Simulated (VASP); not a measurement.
# RbBr in VASP: notebook, part 2 of 2

VASP 6.6.1. The steps go on from the part before.

### Step 4. Single point, PBE

This run uses another cell than the first one: it holds 4 atoms, not 2.

INCAR

```
SYSTEM = RbBr
PREC     = Accurate       ! precision mode
ENCUT    = 520            ! plane-wave cutoff, eV
EDIFF    = 1E-7           ! SCF threshold, eV
ISMEAR   = 0              ! smearing method
SIGMA    = 0.1            ! smearing width, eV
LREAL    = .FALSE.        ! projectors in reciprocal space
LASPH    = .TRUE.         ! aspherical terms in the spheres
NELM     = 80             ! most SCF steps
ALGO     = Normal         ! electronic algorithm
ISIF     = 2              ! what is computed and relaxed
LWAVE    = .FALSE.        ! write WAVECAR
LCHARG   = .FALSE.        ! write CHGCAR
GGA      = PE             ! functional
NBANDS   = 24             ! bands
```

KPOINTS

```
Automatic mesh
0
G
  4 4 2
  0 0 0
```

POSCAR

```
RbBr
1.0
    0.0043430975     -0.0007973671      4.3392464200
    4.8058794602      0.0317011764      0.0043144101
    0.0542883708      8.2955018357     -0.0018518919
Rb Br
2 2
Direct
    0.4997340912      0.0021337340      0.3335837191
    0.5001108830      0.5015812568      0.8335998556
    0.0000109445      0.4984622113      0.4997844102
    0.0001440813     -0.0021772021     -0.0003013183
```

Potentials or basis: VASP PAW PBE potentials, release 64 (Rb_sv, Br).

On the command line:

```bash
$ cat potpaw_PBE.64/Rb_sv/POTCAR potpaw_PBE.64/Br/POTCAR > POTCAR
$ mpirun -np 1 vasp_std > vasp.out
```

OUTCAR:

```text
SYSTEM = RbBr
   PREC = Accurate
   ENCUT = 520
   EDIFF = 1E-7
   ISMEAR = 0
   LREAL = .FALSE.
   LASPH = .TRUE.
   NELM = 80
   ISIF = 2
   GGA = PE

 ion  position               nearest neighbor table
   1  0.500  0.002  0.334-   3 3.52   3 3.52   4 3.52   4 3.52   3 3.52   3 3.52   2 4.76   2 4.77
                             2 4.82   2 4.82
   2  0.500  0.502  0.834-   4 3.52   4 3.52   3 3.52   3 3.52   4 3.52   4 3.52   1 4.76   1 4.77
                             1 4.82   1 4.82
   3  0.000  0.498  0.500-   1 3.52   1 3.52   2 3.52   2 3.52   1 3.52   1 3.52
   4  0.000  0.998  1.000-   2 3.52   2 3.52   1 3.52   1 3.52   2 3.52   2 3.52

  LATTYP: Found a triclinic cell.
 ALAT       =     4.8059859514
 B/A-ratio  =     2.0061982484
 C/A-ratio  =     0.9028841762
 COS(alpha) =     0.0006012195
 COS(beta)  =     0.0018973682
 COS(gamma) =     0.5097606478

  Lattice vectors:

 A1 = (   4.8058794602,   0.0317011764,   0.0043144101)
 A2 = (   4.8601678310,   8.3272030121,   0.0024625182)
 A3 = (   0.0043430975,  -0.0007973671,   4.3392464200)

Analysis of symmetry for initial positions (statically):
=====================================================================
 Subroutine PRICEL returns:
 Original cell was already a primitive cell.

 Routine SETGRP: Setting up the symmetry group for a
 triclinic supercell.

 Subroutine GETGRP returns: Found  1 space group operations
 (whereof  1 operations were pure point group operations)
 out of a pool of  2 trial point group operations.

The static configuration has the point symmetry C_1 .

Analysis of symmetry for dynamics (positions and initial velocities):
=====================================================================
 Subroutine PRICEL returns:
 Original cell was already a primitive cell.

 Routine SETGRP: Setting up the symmetry group for a
 triclinic supercell.

 Subroutine GETGRP returns: Found  1 space group operations
 (whereof  1 operations were pure point group operations)
 out of a pool of  2 trial point group operations.

The dynamic configuration has the point symmetry C_1 .

 Subroutine INISYM returns: Found  1 space group operations
 (whereof  1 operations are pure point group operations),
 and found     1 'primitive' translations

----------------------------------------------------------------------------------------

                                     Primitive cell

  volume of cell :     172.9859

  direct lattice vectors                    reciprocal lattice vectors
     0.004343098 -0.000797367  4.339246420    -0.000207236  0.000052803  0.230454979
     4.805879460  0.031701176  0.004314410     0.208087631 -0.001361837 -0.000208523
     0.054288371  8.295501836 -0.001851892    -0.000795225  0.120552467  0.000022948

  length of vectors
     4.339248667  4.805985951  8.295679681     0.230455078  0.208092192  0.120555092

  position of ions in fractional coordinates (direct lattice)
     0.499734091  0.002133734  0.333583719
     0.500110883  0.501581257  0.833599856
     0.000010944  0.498462211  0.499784410
     0.000144081  0.997822798  0.999698682

  ion indices of the primitive-cell ions
   primitive index   ion index
                 1           1
                 2           2
                 3           3
[... 24 lines left out ...]
 ===========================================

 Found     20 irreducible k-points:

 Following reciprocal coordinates:
            Coordinates               Weight
  0.000000  0.000000  0.000000      1.000000
  0.250000 -0.000000  0.000000      2.000000
  0.500000 -0.000000  0.000000      1.000000
  0.000000  0.250000  0.000000      2.000000
  0.250000  0.250000 -0.000000      2.000000
  0.500000  0.250000  0.000000      2.000000
[... 12 lines left out ...]
  0.250000  0.500000  0.500000      2.000000
  0.500000  0.500000  0.500000      1.000000
   k-points           NKPTS =     20   k-points in BZ     NKDIM =     20   number of bands    NBANDS=     24
   number of dos      NEDOS =    301   number of ions     NIONS =      4
   total plane-waves  NPLWV =  73728
   dimension x,y,z NGX =    32 NGY =   36 NGZ =   64
   dimension x,y,z NGXF=    64 NGYF=   72 NGZF=  128
   ions per type =               2   2
   NGX,Y,Z   is equivalent  to a cutoff of  12.26, 12.45, 12.83 a.u.
   NGXF,Y,Z  is equivalent  to a cutoff of  24.52, 24.91, 25.65 a.u.
 SYSTEM =  RbBr
   PREC   = accura    normal or accurate (medium, high low for compatibility)
   ISTART =      0    job   : 0-new  1-cont  2-samecut
   ICHARG =      2    charge: 1-file 2-atom 10-const
   ISPIN  =      1    spin polarized calculation?
   LNONCOLLINEAR =      F non collinear calculations
   LSORBIT =      F    spin-orbit coupling
   LASPH  =      T    aspherical Exc in radial PAW
   ENCUT  =  520.0 eV  38.22 Ry    6.18 a.u.   8.07  8.94 15.42*2*pi/ulx,y,z
   NELM   =     80;   NELMIN=  2; NELMDL= -5     # of ELM steps
   EDIFF  = 0.1E-06   stopping-criterion for ELM
   LREAL  =      F    real-space projection
   EDIFFG = 0.1E-05   stopping-criterion for IOM
   NSW    =      0    number of steps for IOM
   IBRION =     -1    ionic relax: 0-MD 1-quasi-New 2-CG
   NFREE  =      0    steps in history (QN), initial steepest desc. (CG)
   ISIF   =      2    stress and relaxation
   ISYM   =      2    0-nonsym 1-usesym 2-fastsym
   POTIM  = 0.5000    time-step for ionic-motion
   TEBEG  =    0.0;   TEEND  =   0.0 temperature during run
   PSTRESS=    0.0 pullay stress
   NELECT =      32.0000    total number of electrons
   NUPDOWN=      -1.0000    fix difference up-down
   EMIN   =  10.00;   EMAX   =-10.00  energy-range for DOS
   EFERMI =   0.00;   METHOD = LEGACY
   ISMEAR =     0;   SIGMA  =   0.10  broadening in eV -4-tet -1-fermi 0-gaus
   EFERMI_NEDOS =   21; number of points for ismear=-14 and -15
   IALGO  =     38    algorithm
   IMIX   =      4    mixing-type and parameters
     AMIX     =   0.40;   BMIX     =  1.00
     AMIX_MAG =   1.60;   BMIX_MAG =  1.00
  volume/ion in A,a.u.               =      43.25       291.84
  Fermi-wavevector in a.u.,A,eV,Ry     =   0.932799  1.762734 11.838611  0.870113
  Thomas-Fermi vector in A             =   2.059434
   LORBIT       =      0    0 simple, 1 ext, 2 COOP (PROOUT), +10 PAW based schemes
   GGA     = PE    functional components
   LHFCALC =     F    Hartree Fock is set to
   AEXX    =    0.0000 exact exchange contribution
   IVDW    =     0    specifies the selected vdW correction
   LEPSILON=     F    determine dielectric tensor
   LRPA    =     F    only Hartree local field effects (RPA)
 non-spin polarized calculation
 Gauss-broadening in eV      SIGMA  =   0.10
  energy-cutoff  :      520.00
  volume of cell :      172.99
 maximum number of plane-waves:      4679
   NGX = 17   NGY = 17   NGZ = 31

 number of electron      32.0000001 magnetization

 Free energy of the ion-electron system (eV)
  ---------------------------------------------------
  ext. energy  EPLUGINS =         0.00000000
  ---------------------------------------------------
  free energy    TOTEN  =       -12.05513115 eV

  energy without entropy =      -12.05513115  energy(sigma->0) =      -12.05513115

 E-fermi :  -1.3237     XC(G=0):  -6.9458

 val. band max:       -1.7776505300   @ k =   0.0000   0.0000   0.0000
 cond. band min:       2.1436386872   @ k =   0.0000   0.0000   0.0000
 fundamental gap:      3.9212892172
 Fermi energy:        -1.3237043683

 k-point     1 :       0.0000    0.0000    0.0000
  band No.  band energies     occupation
      1     -26.6720      2.00000
      2     -26.6654      2.00000
      3     -14.0751      2.00000
      4     -14.0571      2.00000
      5     -10.7845      2.00000
      6     -10.7551      2.00000
[... 529 lines left out ...]
     23       7.7992      0.00000
     24       7.8204      0.00000

------------------------ aborting loop because EDIFF is reached ----------------------------------------

  FORCE on cell =-STRESS in cart. coord.  units (eV):
  Direction    XX          YY          ZZ          XY          YZ          ZX
  --------------------------------------------------------------------------------------
  -------------------------------------------------------------------------------------
  Total       -0.0709338     -0.0431841      0.1463565     -0.0488198      0.0023763     -0.0118786
  in kB       -0.6569810     -0.3999663      1.3555389     -0.4521638      0.0220093     -0.1100185
  external PRESSURE =       0.0995305 kB  Pullay stress =       0.0000000 kB

 VOLUME and BASIS-vectors are now :
 -----------------------------------------------------------------------------
  energy-cutoff  :      520.00
  volume of cell :      172.99
      direct lattice vectors                 reciprocal lattice vectors
     0.004343098 -0.000797367  4.339246420    -0.000207236  0.000052803  0.230454979
     4.805879460  0.031701176  0.004314410     0.208087631 -0.001361837 -0.000208523
     0.054288371  8.295501836 -0.001851892    -0.000795225  0.120552467  0.000022948

 POSITION                                       TOTAL-FORCE (eV/Angst)
 -----------------------------------------------------------------------------------
      0.03053      2.76691      2.16786        -0.003358     -0.000684      0.001195
      2.45797      6.93063      2.17072        -0.002954     -0.000917     -0.000006
      2.42268      4.16176      0.00127         0.002681      0.000096     -0.000585
      4.84969      8.32463      0.00308         0.003630      0.001504     -0.000604
 -----------------------------------------------------------------------------------
    total drift:                               -0.000182      0.000215     -0.000005

  FREE ENERGIE OF THE ION-ELECTRON SYSTEM (eV)
  ---------------------------------------------------
  free  energy   TOTEN  =       -12.0551311470 eV

  energy  without entropy=      -12.0551311470  energy(sigma->0) =      -12.05513115
```

Wall time 52 s (1 thread of Intel Xeon Platinum 8488C (Sapphire Rapids), shared host); peak memory 0.26 GiB.

Results:

```
Free energy            : -12.0551 eV
Pressure               : 0.0 GPa
Largest force          : 0.004 eV/Å
Band gap on the k mesh : 3.92 eV
```

Forces in eV/Å, atoms in the order of the input:
```
Rb  -0.003 -0.001  0.001
Rb  -0.003 -0.001  0.000
Br   0.003  0.000 -0.001
Br   0.004  0.002 -0.001
```

Stress tensor (GPa, compression positive):
```
-0.07 -0.05 -0.01
-0.05 -0.04  0.00
-0.01  0.00  0.14
```

As with any semilocal functional, this PBE gap is likely too small.

### Step 5. The runs side by side

| cell | k mesh | smearing | gap on the mesh (eV) | pressure (GPa) |
| --- | --- | --- | --- | --- |
| a = 4.778, b = 4.778, c = 4.362 Å, angles 90.0, 90.0, 120.0°, 2 atoms | 6 × 6 × 6 | gaussian 0.02 eV | 3.95 | 0.0 |
| a = 4.362, b = 4.778, c = 8.276 Å, 4 atoms | 4 × 4 × 2 | gaussian 0.1 eV | 3.94 | 0.0 |
| a = 4.339, b = 4.806, c = 8.296 Å, angles 89.2, 90.0, 89.9°, 4 atoms | 4 × 4 × 2 | gaussian 0.1 eV | 3.92 | 0.0 |

Alike in all rows: task single point; level PBE; potentials or basis VASP PAW PBE potentials, release 64 (Rb_sv, Br); no spin polarisation; cutoff (eV) 520.

Total energies depend on the potentials used, so only differences within one code and one set of settings carry meaning.
